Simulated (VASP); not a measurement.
# PbS: single point with PBE

PbS:

```
Pb S
1.0
     2.10051    1.21273    3.43019
    -2.10051    1.21273    3.43019
     0.00000   -2.42546    3.43019
Pb S
1 1
Direct
  0.97814 0.97814 0.97814
  0.47746 0.47746 0.47746
```

```yaml
Program: VASP 6.6.1
Task: single point
Functional: PBE
Potentials_or_basis: VASP PAW PBE potentials, release 64 (Pb_d, S)
Cutoff: 520 eV
k_mesh: 4 × 4 × 4
Occupations: gaussian, width 0.01 eV
Spin: no spin polarisation
```

The pressure is 1.9 GPa. The largest force is 0.005 eV/Å and the band gap on the k mesh is 0.38 eV, direct.

Forces on the atoms (eV/Å):
```
Pb   0.000  0.000  0.005
S    0.000  0.000 -0.005
```

Levels at points of the mesh, in eV from the valence-band top:
| k point | band 7 | band 8 | band 9 | band 10 | band 11 | band 12 | band 13 | band 14 |
| --- | --- | --- | --- | --- | --- | --- | --- | --- |
| (0.00, 0.00, 0.00) | -6.04 | -2.14 | -2.14 | -2.14 | 5.20 | 5.20 | 5.20 | 6.75 |
| (0.50, 0.00, 0.00) | -8.81 | -1.76 | -1.76 | 0.00 | 0.38 | 1.98 | 1.98 | 8.66 |
| (0.50, 0.50, 0.50) | -8.81 | -1.76 | -1.76 | 0.00 | 0.38 | 1.98 | 1.98 | 8.66 |
| (0.50, 0.50, 0.00) | -7.19 | -5.15 | -3.40 | -3.40 | 3.89 | 5.56 | 5.67 | 5.67 |

Run time: 8 s on 1 thread of Intel(R) Xeon(R) Platinum 8259CL CPU @ 2.50GHz (Skylake/Cascade Lake), on a shared host, peak memory 0.18 GiB.

Caveat: the k points lie up to 0.46 Å⁻¹ apart; spin-orbit coupling is left out, which moves the levels of the heavy elements. A k mesh can miss the band edges.
